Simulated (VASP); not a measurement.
A run of VASP 6.6.1 is set up as follows.

INCAR

```
ALGO     = Normal         # electronic algorithm
EDIFF    = 1E-7           # SCF threshold, eV
ENCUT    = 520            # plane-wave cutoff, eV
GGA      = PE             # functional
ISIF     = 2              # what is computed and relaxed
ISMEAR   = -1             # smearing method
ISYM     = 0            
LASPH    = T              # aspherical terms in the spheres
LCHARG   = F              # write CHGCAR
LREAL    = Auto         
LWAVE    = F              # write WAVECAR
NBANDS   = 43             # bands
NELM     = 80             # most SCF steps
PREC     = Accurate       # precision mode
SIGMA    = 0.3447         # smearing width, eV
```

KPOINTS

```
Automatic mesh
0
Gamma
  1 1 1
  0.25 0.25 0.25
```

File POSCAR:

```
Si4C11
1.0
    5.5684850000      0.1677970000      0.0711490000
    0.1677970000      5.4749150000     -0.0943290000
    0.0711490000     -0.0943290000      5.5837510000
C Si
11 4
Direct
    0.0067299212     -0.0840295394      0.1620464004
    1.1286197318     -0.1722535701     -0.5983276604
    0.7007697579     -0.0904239758      0.8523940859
    0.6970206313      0.4315467333      0.3383016275
    0.7933557127      0.8432733708      0.0579751261
    0.4552995978     -0.0575765715     -0.3333961796
    0.1435232475      0.0825781295      0.0840993764
    0.1555488131      0.3587763212      0.0318511461
   -0.3726630302      0.6888427024      0.2029228104
    0.5443197355      1.3829561236     -0.4008794333
    0.5649078553      0.1443721429     -0.3397676847
    0.7983963212      0.5403149879     -0.1852755840
    0.3096266562      0.7347269318      0.1583386204
    1.2549211283     -0.4713105874      0.8031739525
    1.0463717134      1.0786737936      0.6017594479
```

Potentials or basis: VASP PAW PBE potentials, release 64 (C, Si).

Command:

```bash
$ cat potpaw_PBE.64/C/POTCAR potpaw_PBE.64/Si/POTCAR > POTCAR
$ mpirun -np 1 vasp_std > vasp.out
```

Problem. Estimate the band gap on the k mesh.

Solution. 0.92 eV.

Problem. What does it give for the pressure?

Solution. 2.7 GPa.

Stress tensor (GPa, compression positive):
```
 7.15  3.05 -2.03
 3.05 -0.02  4.81
-2.03  4.81  1.01
```

Caveat: the k points lie up to 1.15 Å⁻¹ apart.
